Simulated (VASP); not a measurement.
LiCl, 2 atoms in the cell. Symmetry: Fm-3m, No. 225, cubic system. The conventional cell has a = 5.149 Å, b = 5.149 Å, c = 5.149 Å, α = 90.00°, β = 90.00°, γ = 90.00°. Within 3.4 Å of Li (site symmetry m-3m) lie 6 Cl at 2.57 Å. Cl (site symmetry m-3m) has 6 Li at 2.57 Å within 3.4 Å. 

* Program: VASP 6.6.1
* Task: relaxation of cell and atoms
* Functional: PBE
* Potentials or basis: VASP PAW PBE potentials, release 64 (Li_sv, Cl)
* Cutoff: 750 eV
* k mesh: 8 × 8 × 8
* Occupations: gaussian, width 0.01 eV
* Spin: no spin polarisation
* Dipole correction: no
* Further INCAR settings: ALGO = Normal; EDIFF = 1e-07; IBRION = 2; EDIFFG = -0.001; NSW = 80; ISIF = 3

Potentials or basis: VASP PAW PBE potentials, release 64 (Li_sv, Cl).

The run is started by

```bash
$ cat potpaw_PBE.64/Li_sv/POTCAR potpaw_PBE.64/Cl/POTCAR > POTCAR
$ mpirun -np 1 vasp_std > vasp.out
```

Hardware: 1 thread of Intel Xeon 8259CL, with other jobs on the host.

**Question.** Estimate the wall time of this run.

**Answer.** Run time: 63 s on 1 thread of Intel Xeon 8259CL, on a shared host, peak memory 0.2 GiB. Counts: scf iterations 30, k points 29, ion steps 4.
